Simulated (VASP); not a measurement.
# Co (P6_3/mmc) in VASP: notebook

Aim: see how the results for Co move with the level of theory and the settings. Levels: RPBE+D3(BJ), BLYP+D3(BJ). Tasks: single point.

Program: VASP 6.6.1. These are calculated values, not measurements. Logs are shortened: lines on timing, memory, paths and dates and some standing lists are left out, and cuts for length are marked.

### Step 1. The cell of the first run

It takes space group P6_3/mmc (No. 194, hexagonal). The conventional cell has a = 2.487 Å, b = 2.487 Å, c = 8.142 Å, α = 90.00°, β = 90.00°, γ = 120.00°. Within 3.3 Å of Co (site symmetry -6m2) lie 12 Co at 2.49 Å. Within 3.3 Å of Co (site symmetry -3m) lie 12 Co at 2.49 Å.

### Step 2. Single point, RPBE+D3(BJ), collinear spin, ferromagnetic start

File INCAR:

```
PREC = Accurate ; ENCUT = 520
EDIFF = 1E-6 ; ISMEAR = -1
SIGMA = 0.05 ; LREAL = False
LASPH = True ; NELM = 150
ALGO = Normal ; ISIF = 2
LWAVE = False ; LCHARG = True
ISPIN = 2 ; MAGMOM = 2 2 2 2
LORBIT = 11 ; LMAXMIX = 4
GGA = RP ; IVDW = 12
LELF = True ; LVHAR = True
NBANDS = 30
```

File KPOINTS:

```
regular mesh
0
Gamma
  12 12 4
```

File POSCAR:

```
Co
1.0
    2.4869235940      0.0000000000      0.0000000000
   -1.2434617971      2.1537390097      0.0000000000
    0.0000000000      0.0000000000      8.1417998233
Co
4
Direct
    0.6666666667      0.3333333333      0.7500000000
    0.0000000000      0.0000000000      0.5000000000
    0.3333333333      0.6666666667      0.2500000000
    0.0000000000      0.0000000000      0.0000000000
```

Potentials or basis: VASP PAW PBE potentials, release 64 (Co).

Command:

```console
$ cat potpaw_PBE.64/Co/POTCAR > POTCAR
$ mpirun -np 1 vasp_std > vasp.out
```

OUTCAR:

```text
PREC = Accurate
   ENCUT = 520
   EDIFF = 1E-6
   ISMEAR = -1
   LREAL = False
   LASPH = True
   NELM = 150
   ISIF = 2
   ISPIN = 2
   LORBIT = 11
   GGA = RP
   IVDW = 12
 IVDW          = 12

 ion  position               nearest neighbor table
   1  0.667  0.333  0.750-   2 2.49   4 2.49   2 2.49   4 2.49   2 2.49   4 2.49
   2  0.000  0.000  0.500-   1 2.49   3 2.49   1 2.49   3 2.49   1 2.49   3 2.49
   3  0.333  0.667  0.250-   2 2.49   4 2.49   2 2.49   4 2.49   2 2.49   4 2.49
   4  0.000  0.000  0.000-   1 2.49   3 2.49   1 2.49   3 2.49   1 2.49   3 2.49

  LATTYP: Found a hexagonal cell.
 ALAT       =     2.4869235940
 C/A-ratio  =     3.2738439745

  Lattice vectors:

 A1 = (   2.4869235940,   0.0000000000,   0.0000000000)
 A2 = (  -1.2434617971,   2.1537390097,   0.0000000000)
 A3 = (   0.0000000000,   0.0000000000,   8.1417998233)

Analysis of symmetry for initial positions (statically):
=====================================================================
 Subroutine PRICEL returns:
 Original cell was already a primitive cell.

 Routine SETGRP: Setting up the symmetry group for a
 hexagonal supercell.

 Subroutine GETGRP returns: Found 24 space group operations
 (whereof 12 operations were pure point group operations)
 out of a pool of 24 trial point group operations.

The static configuration has the point symmetry D_3d.
 The point group associated with its full space group is D_6h.

Analysis of symmetry for dynamics (positions and initial velocities):
=====================================================================
 Subroutine PRICEL returns:
 Original cell was already a primitive cell.

 Routine SETGRP: Setting up the symmetry group for a
 hexagonal supercell.

 Subroutine GETGRP returns: Found 24 space group operations
 (whereof 12 operations were pure point group operations)
 out of a pool of 24 trial point group operations.

The dynamic configuration has the point symmetry D_3d.
 The point group associated with its full space group is D_6h.

Analysis of structural, dynamic, and magnetic symmetry:
=====================================================================
 Subroutine PRICEL returns:
 Original cell was already a primitive cell.

 Routine SETGRP: Setting up the symmetry group for a
 hexagonal supercell.

 Subroutine GETGRP returns: Found 24 space group operations
 (whereof 12 operations were pure point group operations)
 out of a pool of 24 trial point group operations.

The overall configuration has the point symmetry D_3d.
 The point group associated with its full space group is D_6h.

 Subroutine INISYM returns: Found 24 space group operations
 (whereof 12 operations are pure point group operations),
 and found     1 'primitive' translations

----------------------------------------------------------------------------------------

                                     Primitive cell

  volume of cell :      43.6090

  direct lattice vectors                    reciprocal lattice vectors
     2.486923594  0.000000000  0.000000000     0.402103226  0.232154406  0.000000000
    -1.243461797  2.153739010  0.000000000     0.000000000  0.464308812  0.000000000
     0.000000000  0.000000000  8.141799823     0.000000000  0.000000000  0.122822966

  length of vectors
     2.486923594  2.486923594  8.141799823     0.464308812  0.464308812  0.122822966

  position of ions in fractional coordinates (direct lattice)
     0.666666667  0.333333333  0.750000000
     0.000000000  0.000000000  0.500000000
     0.333333333  0.666666667  0.250000000
     0.000000000  0.000000000  0.000000000

  ion indices of the primitive-cell ions
   primitive index   ion index
                 1           1
                 2           2
                 3           3
                 4           4

----------------------------------------------------------------------------------------

 KPOINTS: regular mesh

Automatic generation of k-mesh.
 Grid dimensions read from file:
 generate k-points for:   12   12    4

 Generating k-lattice:

  Cartesian coordinates                     Fractional coordinates (reciprocal lattice)
     0.033508602  0.019346200  0.000000000     0.083333333  0.000000000  0.000000000
     0.000000000  0.038692401  0.000000000     0.000000000  0.083333333  0.000000000
     0.000000000  0.000000000  0.030705741     0.000000000  0.000000000  0.250000000

  Length of vectors
     0.038692401  0.038692401  0.030705741

  Shift w.r.t. Gamma in fractional coordinates (k-lattice)
     0.000000000  0.000000000  0.000000000

 Subroutine IBZKPT returns following result:
 ===========================================

 Found     57 irreducible k-points:

 Following reciprocal coordinates:
            Coordinates               Weight
  0.000000  0.000000  0.000000      1.000000
  0.083333 -0.000000  0.000000      6.000000
  0.166667 -0.000000  0.000000      6.000000
  0.250000 -0.000000  0.000000      6.000000
  0.333333 -0.000000  0.000000      6.000000
  0.416667  0.000000  0.000000      6.000000
[... 16 lines left out ...]
  0.250000 -0.000000  0.250000     12.000000
  0.333333 -0.000000  0.250000     12.000000
 [... further k-points ...]
   k-points           NKPTS =     57   k-points in BZ     NKDIM =     57   number of bands    NBANDS=     30
   number of dos      NEDOS =    301   number of ions     NIONS =      4
   total plane-waves  NPLWV =  20736
   dimension x,y,z NGX =    18 NGY =   18 NGZ =   64
   dimension x,y,z NGXF=    36 NGYF=   36 NGZF=  128
   ions per type =               4
   NGX,Y,Z   is equivalent  to a cutoff of  12.03, 12.03, 13.07 a.u.
   NGXF,Y,Z  is equivalent  to a cutoff of  24.07, 24.07, 26.14 a.u.
 SYSTEM =  unknown system
   PREC   = accura    normal or accurate (medium, high low for compatibility)
   ISTART =      0    job   : 0-new  1-cont  2-samecut
   ICHARG =      2    charge: 1-file 2-atom 10-const
   ISPIN  =      2    spin polarized calculation?
   LNONCOLLINEAR =      F non collinear calculations
   LSORBIT =      F    spin-orbit coupling
   LASPH  =      T    aspherical Exc in radial PAW
   ENCUT  =  520.0 eV  38.22 Ry    6.18 a.u.   4.62  4.62 15.14*2*pi/ulx,y,z
   NELM   =    150;   NELMIN=  2; NELMDL= -5     # of ELM steps
   EDIFF  = 0.1E-05   stopping-criterion for ELM
   LREAL  =      F    real-space projection
   EDIFFG = 0.1E-04   stopping-criterion for IOM
   NSW    =      0    number of steps for IOM
   IBRION =     -1    ionic relax: 0-MD 1-quasi-New 2-CG
   NFREE  =      0    steps in history (QN), initial steepest desc. (CG)
   ISIF   =      2    stress and relaxation
   ISYM   =      2    0-nonsym 1-usesym 2-fastsym
   POTIM  = 0.5000    time-step for ionic-motion
   TEBEG  =    0.0;   TEEND  =   0.0 temperature during run
   PSTRESS=    0.0 pullay stress
   NELECT =      36.0000    total number of electrons
   NUPDOWN=      -1.0000    fix difference up-down
   EMIN   =  10.00;   EMAX   =-10.00  energy-range for DOS
   EFERMI =   0.00;   METHOD = LEGACY
   ISMEAR =    -1;   SIGMA  =   0.05  broadening in eV -4-tet -1-fermi 0-gaus
   EFERMI_NEDOS =   21; number of points for ismear=-14 and -15
   IALGO  =     38    algorithm
   IMIX   =      4    mixing-type and parameters
     AMIX     =   0.40;   BMIX     =  1.00
     AMIX_MAG =   1.60;   BMIX_MAG =  1.00
  volume/ion in A,a.u.               =      10.90        73.57
  Fermi-wavevector in a.u.,A,eV,Ry     =   1.535738  2.902123 32.089204  2.358490
  Thomas-Fermi vector in A             =   2.642484
   LORBIT       =     11    0 simple, 1 ext, 2 COOP (PROOUT), +10 PAW based schemes
   GGA     = RP    functional components
   LHFCALC =     F    Hartree Fock is set to
   AEXX    =    0.0000 exact exchange contribution
   IVDW    =    12    specifies the selected vdW correction
   LEPSILON=     F    determine dielectric tensor
   LRPA    =     F    only Hartree local field effects (RPA)
 spin polarized calculation
  energy-cutoff  :      520.00
  volume of cell :       43.61
 maximum number of plane-waves:      1194
   NGX =  9   NGY =  9   NGZ = 31

 number of electron      36.0000014 magnetization       6.6829257

 Free energy of the ion-electron system (eV)
  ---------------------------------------------------
  ext. energy  EPLUGINS =         0.00000000
  ---------------------------------------------------
  free energy    TOTEN  =       -26.03787119 eV

  energy without entropy =      -26.00473144  energy(sigma->0) =      -26.02130131

 E-fermi :  10.3993     XC(G=0): -13.2658

 val. band max:       10.3991460481   @ k =   0.2500   0.0833   0.0000
 cond. band min:      10.4078659180   @ k =   0.1667   0.0833   0.0000
 fundamental gap:      0.0087198699
 Fermi energy:        10.3993263055

 spin component 1

 k-point     1 :       0.0000    0.0000    0.0000
  band No.  band energies     occupation
      1       1.4654      1.00000
      2       3.6469      1.00000
      3       3.6763      1.00000
      4       5.2005      1.00000
      5       7.3277      1.00000
      6       7.3617      1.00000
[... 22 lines left out ...]
     29      32.7814      0.00000
     30      33.6945      0.00000

 k-point     2 :       0.0833   -0.0000    0.0000
  band No.  band energies     occupation
      1       1.7097      1.00000
      2       3.8557      1.00000
      3       3.8847      1.00000
      4       5.3523      1.00000
      5       7.1760      1.00000
      6       7.2631      1.00000
[... 22 lines left out ...]
     29      31.7619      0.00000
     30      31.8486      0.00000

 k-point     3 :       0.1667   -0.0000    0.0000
  band No.  band energies     occupation
      1       2.4160      1.00000
      2       4.4146      1.00000
      3       4.4428      1.00000
      4       5.7339      1.00000
      5       6.9125      1.00000
      6       7.0544      1.00000
[... 682 lines left out ...]
     29      26.2369      0.00000
     30      28.6603      0.00000

 k-point    24 :       0.3333   -0.0000    0.2500
  band No.  band energies     occupation
      1       4.6827      1.00000
      2       5.0666      1.00000
      3       5.5724      1.00000
      4       6.0092      1.00000
      5       6.2846      1.00000
      6       6.4020      1.00000
[... 22 lines left out ...]
     29      24.9574      0.00000
     30      25.7938      0.00000

 [... further k-points ...]

 spin component 2

 k-point     1 :       0.0000    0.0000    0.0000
  band No.  band energies     occupation
      1       1.4279      1.00000
      2       3.6984      1.00000
      3       3.7007      1.00000
      4       6.1469      1.00000
      5       8.7132      1.00000
      6       8.7825      1.00000
[... 22 lines left out ...]
     29      32.4041      0.00000
     30      33.3500      0.00000

 k-point     2 :       0.0833   -0.0000    0.0000
  band No.  band energies     occupation
      1       1.6730      1.00000
      2       3.9131      1.00000
      3       3.9154      1.00000
      4       6.3202      1.00000
      5       8.5922      1.00000
      6       8.7272      1.00000
[... 22 lines left out ...]
     29      31.6126      0.00000
     30      31.7744      0.00000

 k-point     3 :       0.1667   -0.0000    0.0000
  band No.  band energies     occupation
      1       2.3867      1.00000
      2       4.5134      1.00000
      3       4.5155      1.00000
      4       6.7719      1.00000
      5       8.3432      1.00000
      6       8.4911      1.00000
[... 682 lines left out ...]
     29      26.5795      0.00000
     30      28.9105      0.00000

 k-point    24 :       0.3333   -0.0000    0.2500
  band No.  band energies     occupation
      1       4.9036      1.00000
      2       5.5600      1.00000
      3       6.4977      1.00000
      4       7.2190      1.00000
      5       7.5262      1.00000
      6       7.7710      1.00000
[... 22 lines left out ...]
     29      25.2959      0.00000
     30      26.1614      0.00000

 [... further k-points ...]

------------------------ aborting loop because EDIFF is reached ----------------------------------------

 Edisp (eV)   -8.42531

 E8    (eV) :    -5.4702

  FORCE on cell =-STRESS in cart. coord.  units (eV):
  Direction    XX          YY          ZZ          XY          YZ          ZX
  --------------------------------------------------------------------------------------
  -------------------------------------------------------------------------------------
  Total      -6.32703    -6.32703    -7.31976     0.00000     0.00000     0.00000
  in kB    -232.45252  -232.45252  -268.92535     0.00000     0.00000     0.00000
  external pressure =     -244.61 kB  Pullay stress =        0.00 kB

 VOLUME and BASIS-vectors are now :
 -----------------------------------------------------------------------------
  energy-cutoff  :      520.00
  volume of cell :       43.61
      direct lattice vectors                 reciprocal lattice vectors
     2.486923594  0.000000000  0.000000000     0.402103226  0.232154406  0.000000000
    -1.243461797  2.153739010  0.000000000     0.000000000  0.464308812  0.000000000
     0.000000000  0.000000000  8.141799823     0.000000000  0.000000000  0.122822966

 POSITION                                       TOTAL-FORCE (eV/Angst)
 -----------------------------------------------------------------------------------
      1.24346      0.71791      6.10635        -0.000000      0.000000      0.000000
      0.00000      0.00000      4.07090         0.000000     -0.000000      0.000000
     -0.00000      1.43583      2.03545         0.000000      0.000000     -0.000000
      0.00000      0.00000      0.00000         0.000000     -0.000000      0.000000
 -----------------------------------------------------------------------------------
    total drift:                                0.000000     -0.000000      0.000000

  FREE ENERGIE OF THE ION-ELECTRON SYSTEM (eV)
  ---------------------------------------------------
  free  energy   TOTEN  =       -34.4631835088 eV

  energy  without entropy=      -34.4300437555  energy(sigma->0) =      -34.44661363

 total charge

# of ion       s       p       d       tot
------------------------------------------
    1        0.491   0.524   7.247   8.261
    2        0.492   0.520   7.254   8.266
    3        0.491   0.524   7.247   8.261
    4        0.492   0.520   7.254   8.266
--------------------------------------------------
tot          1.964   2.087  29.002  33.053

 magnetization (x)

# of ion       s       p       d       tot
------------------------------------------
    1       -0.013  -0.055   1.769   1.701
    2       -0.013  -0.052   1.749   1.683
    3       -0.013  -0.055   1.769   1.701
    4       -0.013  -0.052   1.749   1.683
--------------------------------------------------
tot         -0.054  -0.215   7.037   6.768
```

It took 2.7 min on 1 thread of Intel Xeon 6975P-C (Granite Rapids), shared host; peak memory 0.24 GiB.

What came out:

```yaml
Free_energy: -34.4632 eV
Pressure: -24.5 GPa
Net_moment: 6.68 μB per cell
Site_moments: Co +1.70, +1.68 (each value once) μB
Valence_electrons_inside_the_program's_atomic_spheres: Co 8.26, 8.27 (each value once)
Dispersion_energy_per_atom: -2.106 eV
```

Levels at points of the mesh, in eV from the Fermi level:
Spin up:
```tsv
k point	band 18	band 19	band 20	band 21	band 22	band 23	band 24	band 25	band 26	band 27
(0.00, 0.00, 0.00)	-1.59	-1.59	-1.28	-1.28	-0.90	-0.90	-0.28	6.06	14.59	14.59
(0.50, 0.00, 0.00)	-0.66	-0.65	-0.63	0.27	1.37	2.40	3.03	6.87	6.89	10.26
(0.00, 0.00, 0.50)	-1.74	-1.74	-1.74	-1.07	-1.07	-1.07	-1.07	9.06	9.06	20.65
(0.50, 0.00, 0.50)	-0.79	-0.67	-0.67	1.18	1.18	2.74	2.74	7.23	7.23	9.15
```
Spin down:
```csv
k point,band 12,band 13,band 14,band 15,band 16,band 17
"(0.00, 0.00, 0.00)",-0.80,-0.80,-0.77,-0.77,-0.38,0.10
"(0.50, 0.00, 0.00)",-0.07,-0.03,0.47,1.19,1.21,1.23
"(0.00, 0.00, 0.50)",-1.00,-0.90,-0.90,-0.90,-0.90,0.27
"(0.50, 0.00, 0.50)",-0.80,-0.24,-0.24,0.83,0.83,1.21
```

Caveat: the cell stands under tension; the PAW data sets were made with another functional, which shifts forces and pressure a little.

(Part 1 of 2 ends here.)
